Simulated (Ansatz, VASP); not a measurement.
**LiCl in VASP and in Ansatz**

INCAR

```
SYSTEM = LiCl
PREC = Accurate
ENCUT = 520
EDIFF = 1E-6
ISMEAR = 0
SIGMA = 0.05
LREAL = .False.
LASPH = .True.
NELM = 100
ALGO = Normal
ISIF = 2
LWAVE = .False.
LCHARG = .False.
GGA = PS
NBANDS = 12
```

File KPOINTS:

```
regular mesh
0
Gamma
  8 8 8
  0 0 0
```

Contents of POSCAR:

```
LiCl
1.0
    0.0000000000      2.5006410000      2.4365220000
    2.5006410000      0.0000000000      2.4365220000
    2.5006410000      2.5006410000      0.0000000000
Li Cl
1 1
Direct
    0.0000000000      0.0000000000      0.0000000000
    0.5000000000      0.5000000000      0.5000000000
```

Input for Ansatz:

```yaml
crystal:
  lattice:
    - [0.0, 2.500641, 2.436522]
    - [2.500641, 0.0, 2.436522]
    - [2.500641, 2.500641, 0.0]
  atoms:
    - { symbol: Li, position: [0.0, 0.0, 0.0] }
    - { symbol: Cl, position: [0.5, 0.5, 0.5] }
basis:
  ecutwfc: 420
kpoints:
  mp_grid: { grid: [8, 8, 8] }
hamiltonian:
  xc: pbesol
scf:
  occupations: { method: gaussian, width: 0.05 }
output:
  forces: true
  stress: true
  eigenvalues: true
```

Change from the starting cell: strain -0.025 along x and y, -0.050 along z, atoms carried along.

Alike in both runs: task single point; functional PBEsol; k mesh 8 × 8 × 8; occupations gaussian, width 0.05 eV; no spin polarisation.

```csv
,VASP,Ansatz
version,VASP 6.6.1,Ansatz 0.2.0
potentials or method,"VASP PAW PBE potentials, release 64 (Li_sv, Cl), cutoff 520 eV","scalar-relativistic, plane waves, PAW"
valence electrons in the cell,10,10
```

```tsv
	VASP	Ansatz	Ansatz less VASP
gap on the k mesh at the Fermi level (eV)	6.62	6.60	-0.023
least direct gap on the mesh (eV)	6.73	6.72	-0.011
```

VASP's potentials were made for PBE, not for PBEsol. With one functional, cell and mesh, what is left measures potentials, basis and numerics.

Noted on VASP's run: the cutoff is short for stress, so the pressure is rough.
